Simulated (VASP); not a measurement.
# HfC (I4/mmm) in VASP: notebook

Runs on HfC. Level: PBE. Tasks: single point.

All numbers are computed with VASP 6.6.1; they aren't measurements. Logs are shortened: lines on timing, memory, paths and dates and some standing lists are left out, and cuts for length are marked.

## (1) The cell of the first run

It takes space group I4/mmm (No. 139, tetragonal). Conventional cell: a = 3.288 Å, b = 3.288 Å, c = 4.697 Å, α = 90.00°, β = 90.00°, γ = 90.00°. Within 3.1 Å of Hf (site symmetry 4/mmm) lie 6 C at 2.33 to 2.35 Å. C (site symmetry 4/mmm) has 6 Hf at 2.33 to 2.35 Å within 3.1 Å.

## (2) Single point, PBE (zz strain of +1 %)

Contents of INCAR:

```
SYSTEM = HfC
ALGO = Normal
EDIFF = 1E-6
ENCUT = 520
GGA = PE
ISIF = 2
ISMEAR = -1
LASPH = .TRUE.
LCHARG = .FALSE.
LREAL = .FALSE.
LWAVE = .FALSE.
NBANDS = 14
NELM = 100
PREC = Accurate
SIGMA = 0.05
```

Contents of KPOINTS:

```
k-points
0
G
  15 15 15
  0 0 0
```

Contents of POSCAR:

```
HfC
1.0
    0.0000000000      2.3250000000      2.3482500000
    2.3250000000      0.0000000000      2.3482500000
    2.3250000000      2.3250000000      0.0000000000
Hf C
1 1
Direct
    0.5000000000      0.5000000000      0.5000000000
    0.0000000000      0.0000000000      0.0000000000
```

Potentials or basis: VASP PAW PBE potentials, release 64 (Hf_pv, C).

Command:

```
> cat potpaw_PBE.64/Hf_pv/POTCAR potpaw_PBE.64/C/POTCAR > POTCAR
> mpirun -np 1 vasp_std > vasp.out
```

OUTCAR:

```text
SYSTEM = HfC
   EDIFF = 1E-6
   ENCUT = 520
   GGA = PE
   ISIF = 2
   ISMEAR = -1
   LASPH = .TRUE.
   LREAL = .FALSE.
   NELM = 100
   PREC = Accurate

 ion  position               nearest neighbor table
   1  0.500  0.500  0.500-   2 2.33   2 2.33   2 2.33   2 2.33   2 2.35   2 2.35
   2  0.000  0.000  0.000-   1 2.33   1 2.33   1 2.33   1 2.33   1 2.35   1 2.35

  LATTYP: Found a body centered tetragonal cell.
 ALAT       =     3.2880465325
 C/A-ratio  =     1.4283556980

  Lattice vectors:

 A1 = (  -2.3250000000,   0.0000000000,   2.3482500000)
 A2 = (   2.3250000000,   0.0000000000,   2.3482500000)
 A3 = (   0.0000000000,   2.3250000000,  -2.3482500000)

Analysis of symmetry for initial positions (statically):
=====================================================================
 Subroutine PRICEL returns:
 Original cell was already a primitive cell.

 Routine SETGRP: Setting up the symmetry group for a
 body centered tetragonal supercell.

 Subroutine GETGRP returns: Found 16 space group operations
 (whereof 16 operations were pure point group operations)
 out of a pool of 16 trial point group operations.

The static configuration has the point symmetry D_4h.

Analysis of symmetry for dynamics (positions and initial velocities):
=====================================================================
 Subroutine PRICEL returns:
 Original cell was already a primitive cell.

 Routine SETGRP: Setting up the symmetry group for a
 body centered tetragonal supercell.

 Subroutine GETGRP returns: Found 16 space group operations
 (whereof 16 operations were pure point group operations)
 out of a pool of 16 trial point group operations.

The dynamic configuration has the point symmetry D_4h.

 Subroutine INISYM returns: Found 16 space group operations
 (whereof 16 operations are pure point group operations),
 and found     1 'primitive' translations

----------------------------------------------------------------------------------------

                                     Primitive cell

  volume of cell :      25.3875

  direct lattice vectors                    reciprocal lattice vectors
     0.000000000  2.325000000  2.348250000    -0.215053763  0.215053763  0.212924518
     2.325000000  0.000000000  2.348250000     0.215053763 -0.215053763  0.212924518
     2.325000000  2.325000000  0.000000000     0.215053763  0.215053763 -0.212924518

  length of vectors
     3.304527661  3.304527661  3.288046533     0.371258795  0.371258795  0.371258795

  position of ions in fractional coordinates (direct lattice)
     0.500000000  0.500000000  0.500000000
     0.000000000  0.000000000  0.000000000

  ion indices of the primitive-cell ions
   primitive index   ion index
                 1           1
                 2           2

----------------------------------------------------------------------------------------

 KPOINTS: k-points

Automatic generation of k-mesh.
 Grid dimensions read from file:
 generate k-points for:   15   15   15

 Generating k-lattice:

  Cartesian coordinates                     Fractional coordinates (reciprocal lattice)
    -0.014336918  0.014336918  0.014194968     0.066666667  0.000000000  0.000000000
     0.014336918 -0.014336918  0.014194968     0.000000000  0.066666667  0.000000000
     0.014336918  0.014336918 -0.014194968     0.000000000  0.000000000  0.066666667

  Length of vectors
     0.024750586  0.024750586  0.024750586

  Shift w.r.t. Gamma in fractional coordinates (k-lattice)
     0.000000000  0.000000000  0.000000000

 Subroutine IBZKPT returns following result:
 ===========================================

 Found    288 irreducible k-points:

 Following reciprocal coordinates:
            Coordinates               Weight
  0.000000  0.000000  0.000000      1.000000
  0.066667  0.000000  0.000000      8.000000
  0.133333 -0.000000  0.000000      8.000000
  0.200000 -0.000000  0.000000      8.000000
  0.266667 -0.000000  0.000000      8.000000
  0.333333  0.000000  0.000000      8.000000
[... 16 lines left out ...]
  0.133333  0.133333  0.000000      2.000000
  0.200000  0.133333  0.000000      8.000000
 [... further k-points ...]
   k-points           NKPTS =    288   k-points in BZ     NKDIM =    288   number of bands    NBANDS=     14
   number of dos      NEDOS =    301   number of ions     NIONS =      2
   total plane-waves  NPLWV =  18816
   dimension x,y,z NGX =    28 NGY =   28 NGZ =   24
   dimension x,y,z NGXF=    56 NGYF=   56 NGZF=   48
   ions per type =               1   1
   NGX,Y,Z   is equivalent  to a cutoff of  14.09, 14.09, 12.13 a.u.
   NGXF,Y,Z  is equivalent  to a cutoff of  28.17, 28.17, 24.27 a.u.
 SYSTEM =  HfC
   PREC   = accura    normal or accurate (medium, high low for compatibility)
   ISTART =      0    job   : 0-new  1-cont  2-samecut
   ICHARG =      2    charge: 1-file 2-atom 10-const
   ISPIN  =      1    spin polarized calculation?
   LNONCOLLINEAR =      F non collinear calculations
   LSORBIT =      F    spin-orbit coupling
   LASPH  =      T    aspherical Exc in radial PAW
   ENCUT  =  520.0 eV  38.22 Ry    6.18 a.u.   6.14  6.14  6.11*2*pi/ulx,y,z
   NELM   =    100;   NELMIN=  2; NELMDL= -5     # of ELM steps
   EDIFF  = 0.1E-05   stopping-criterion for ELM
   LREAL  =      F    real-space projection
   EDIFFG = 0.1E-04   stopping-criterion for IOM
   NSW    =      0    number of steps for IOM
   IBRION =     -1    ionic relax: 0-MD 1-quasi-New 2-CG
   NFREE  =      0    steps in history (QN), initial steepest desc. (CG)
   ISIF   =      2    stress and relaxation
   ISYM   =      2    0-nonsym 1-usesym 2-fastsym
   POTIM  = 0.5000    time-step for ionic-motion
   TEBEG  =    0.0;   TEEND  =   0.0 temperature during run
   PSTRESS=    0.0 pullay stress
   NELECT =      14.0000    total number of electrons
   NUPDOWN=      -1.0000    fix difference up-down
   EMIN   =  10.00;   EMAX   =-10.00  energy-range for DOS
   EFERMI =   0.00;   METHOD = LEGACY
   ISMEAR =    -1;   SIGMA  =   0.05  broadening in eV -4-tet -1-fermi 0-gaus
   EFERMI_NEDOS =   21; number of points for ismear=-14 and -15
   IALGO  =     38    algorithm
   IMIX   =      4    mixing-type and parameters
     AMIX     =   0.40;   BMIX     =  1.00
     AMIX_MAG =   1.60;   BMIX_MAG =  1.00
  volume/ion in A,a.u.               =      12.69        85.66
  Fermi-wavevector in a.u.,A,eV,Ry     =   1.342489  2.536937 24.521466  1.802277
  Thomas-Fermi vector in A             =   2.470639
   LORBIT       =      0    0 simple, 1 ext, 2 COOP (PROOUT), +10 PAW based schemes
   GGA     = PE    functional components
   LHFCALC =     F    Hartree Fock is set to
   AEXX    =    0.0000 exact exchange contribution
   IVDW    =     0    specifies the selected vdW correction
   LEPSILON=     F    determine dielectric tensor
   LRPA    =     F    only Hartree local field effects (RPA)
 non-spin polarized calculation
  energy-cutoff  :      520.00
  volume of cell :       25.39
 maximum number of plane-waves:       696
 NGX is ok and might be reduce to    28
   NGX = 13   NGY = 13   NGZ = 13

 number of electron      14.0000000 magnetization

 Free energy of the ion-electron system (eV)
  ---------------------------------------------------
  ext. energy  EPLUGINS =         0.00000000
  ---------------------------------------------------
  free energy    TOTEN  =       -21.04188879 eV

  energy without entropy =      -21.03885545  energy(sigma->0) =      -21.04037212

 E-fermi :   5.8472     XC(G=0): -12.2359

 val. band max:        5.8432264396   @ k =   0.2000   0.2000   0.0000
 cond. band min:       5.8485383662   @ k =   0.4667   0.0000   0.4000
 fundamental gap:      0.0053119266
 Fermi energy:         5.8471764583

 k-point     1 :       0.0000    0.0000    0.0000
  band No.  band energies     occupation
      1     -23.7524      2.00000
      2     -23.7384      2.00000
      3     -23.7384      2.00000
      4      -6.3819      2.00000
      5       6.8399      0.00000
      6       6.8880      0.00000
      7       6.8880      0.00000
      8       7.1959      0.00000
      9       7.3005      0.00000
     10       7.3005      0.00000
     11       9.1621      0.00000
     12       9.3019      0.00000
     13      12.5991      0.00000
     14      16.8497      0.00000

 k-point     2 :       0.0667    0.0000    0.0000
  band No.  band energies     occupation
      1     -23.7747      2.00000
      2     -23.7492      2.00000
      3     -23.7410      2.00000
      4      -6.2716      2.00000
      5       6.0659      0.02490
      6       6.2929      0.00027
      7       6.3405      0.00010
      8       7.4745      0.00000
      9       7.5270      0.00000
     10       7.7891      0.00000
     11       9.7101      0.00000
     12       9.8515      0.00000
     13      12.8581      0.00000
     14      17.1621      0.00000

 k-point     3 :       0.1333   -0.0000    0.0000
  band No.  band energies     occupation
      1     -23.8571      2.00000
      2     -23.7594      2.00000
      3     -23.7486      2.00000
      4      -5.9509      2.00000
      5       4.9295      2.00000
      6       5.4461      1.99934
      7       5.4920      1.99836
      8       7.8506      0.00000
      9       7.8903      0.00000
     10       8.2128      0.00000
     11      10.8585      0.00000
     12      11.0097      0.00000
     13      13.5165      0.00000
     14      18.0178      0.00000
[... 324 lines left out ...]
 k-point    23 :       0.1333    0.1333    0.0000
  band No.  band energies     occupation
      1     -23.8572      2.00000
      2     -23.7745      2.00000
      3     -23.7745      2.00000
      4      -5.8485      2.00000
      5       4.1631      2.00000
      6       5.8666      0.80786
      7       5.8666      0.80786
      8       6.4793      0.00001
      9       9.1184      0.00000
     10       9.1184      0.00000
     11       9.5576      0.00000
     12      11.4497      0.00000
     13      14.1533      0.00000
     14      18.3613      0.00000

 k-point    24 :       0.2000    0.1333    0.0000
  band No.  band energies     occupation
      1     -23.9317      2.00000
      2     -23.7920      2.00000
      3     -23.7887      2.00000
      4      -5.5177      2.00000
      5       3.4258      2.00000
      6       5.2200      1.99999
      7       5.5032      1.99794
      8       6.6365      0.00000
      9       9.3337      0.00000
     10       9.6021      0.00000
     11      10.4027      0.00000
     12      12.1266      0.00000
     13      15.0462      0.00000
     14      19.2409      0.00000

 [... further k-points ...]
[... 5 lines left out ...]
  --------------------------------------------------------------------------------------
  -------------------------------------------------------------------------------------
  Total       -0.2389986     -0.2389986     -0.8204040      0.0000000      0.0000000      0.0000000
  in kB      -15.0829281    -15.0829281    -51.7747649      0.0000000      0.0000000      0.0000000
  external PRESSURE =     -27.3135404 kB  Pullay stress =       0.0000000 kB

 VOLUME and BASIS-vectors are now :
 -----------------------------------------------------------------------------
  energy-cutoff  :      520.00
  volume of cell :       25.39
      direct lattice vectors                 reciprocal lattice vectors
     0.000000000  2.325000000  2.348250000    -0.215053763  0.215053763  0.212924518
     2.325000000  0.000000000  2.348250000     0.215053763 -0.215053763  0.212924518
     2.325000000  2.325000000  0.000000000     0.215053763  0.215053763 -0.212924518

 POSITION                                       TOTAL-FORCE (eV/Angst)
 -----------------------------------------------------------------------------------
      2.32500      2.32500      2.34825         0.000000      0.000000     -0.000000
      0.00000      0.00000      0.00000        -0.000000     -0.000000      0.000000
 -----------------------------------------------------------------------------------
    total drift:                                0.000000      0.000000      0.000000

  FREE ENERGIE OF THE ION-ELECTRON SYSTEM (eV)
  ---------------------------------------------------
  free  energy   TOTEN  =       -21.0418887889 eV

  energy  without entropy=      -21.0388554549  energy(sigma->0) =      -21.04037212
```

Wall time 42 s (1 thread of Intel Xeon 6975P-C (Granite Rapids), shared host); peak memory 0.23 GiB.

Results:

```yaml
Free_energy: -21.0419 eV
Pressure: -2.7 GPa
Band_gap_on_the_k_mesh: zero (band 7 reaches 6.89 eV, above the bottom of band 8 at 5.44 eV)
```

Caveat: the cell differs from its parent crystal (zz strain of +1 %); spin-orbit coupling is left out, which moves the levels of the heavy elements.

## (3) Single point, PBE (zz strain of +2 %)

Contents of INCAR:

```
SYSTEM = HfC
PREC = Accurate ; ENCUT = 520
EDIFF = 1E-6 ; ISMEAR = -1
SIGMA = 0.05 ; LREAL = .False.
LASPH = .True. ; NELM = 100
ALGO = Normal ; ISIF = 2
LWAVE = .False. ; LCHARG = .True.
GGA = PE ; LELF = .True.
LVHAR = .True. ; NBANDS = 14
```

Contents of KPOINTS:

```
Automatic mesh
0
Gamma
  15 15 15
  0 0 0
```

Contents of POSCAR:

```
HfC
1.0
    0.0000000000      2.3250000000      2.3715000000
    2.3250000000      0.0000000000      2.3715000000
    2.3250000000      2.3250000000      0.0000000000
Hf C
1 1
Direct
    0.5000000000      0.5000000000      0.5000000000
    0.0000000000      0.0000000000      0.0000000000
```

Potentials or basis: VASP PAW PBE potentials, release 64 (Hf_pv, C).

Command:

```
> cat potpaw_PBE.64/Hf_pv/POTCAR potpaw_PBE.64/C/POTCAR > POTCAR
> mpirun -np 1 vasp_std > vasp.out
```

Wall time 47 s (1 thread of Intel Xeon 6975P-C (Granite Rapids), shared host); peak memory 0.23 GiB.

It converged, with:

- Free energy: -21.0305 eV
- Pressure: -4.8 GPa
- Band gap on the k mesh: zero (band 7 reaches 6.82 eV, above the bottom of band 8 at 5.35 eV)

Stress tensor (GPa, compression positive):
```
-2.50  0.00  0.00
 0.00 -2.50  0.00
 0.00  0.00 -9.42
```

Levels at points of the mesh, in eV from the Fermi level:
```csv
k point,band 5,band 6,band 7,band 8,band 9,band 10
"(0.00, 0.00, 0.00)",0.96,1.05,1.05,1.28,1.48,1.48
```

Caveat: the cell differs from its parent crystal (zz strain of +2 %); spin-orbit coupling is left out, which moves the levels of the heavy elements.
